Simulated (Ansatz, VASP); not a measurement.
**One calculation of GaSb, two programs**

```
Ga Sb
1.0
    -2.75343    2.75343    1.59071
     2.75343   -2.75343    1.59071
     2.75343    2.75343   -1.59071
Ga Sb
1 1
Direct
  0.25000 0.75000 0.50000
  0.00000 0.00000 0.00000
```

Alike in both runs: task relaxation of cell and atoms; functional LDA; k mesh 8 × 8 × 8; occupations fermi-dirac, width 0.1 eV; no spin polarisation.

|  | VASP | Ansatz |
| --- | --- | --- |
| version | VASP 6.6.1 | Ansatz 0.2.0 |
| potentials or method | VASP PAW LDA potentials, release 64 (Ga_d, Sb) | plane waves, PAW |
| plane-wave cutoff (eV) | 500 | 420 |
| valence electrons in the cell | 18 | 28 |

VASP gave:

```
relaxed volume (Å³/atom)                                     : 22.35
relaxed cell length with the largest relative difference (Å) : 4.099
```

Question: Which values does Ansatz return?

Answer: Relaxed volume (Å³/atom): 22.30; relaxed cell length with the largest relative difference (Å): 4.095.

LDA's correlation is that of Perdew and Zunger in VASP and of Perdew and Wang (1992) in Ansatz. VASP's potentials hold 18 valence electrons a cell and Ansatz's 28, so a difference there can come from the potentials and not from the codes.

Spin-orbit coupling is off throughout.
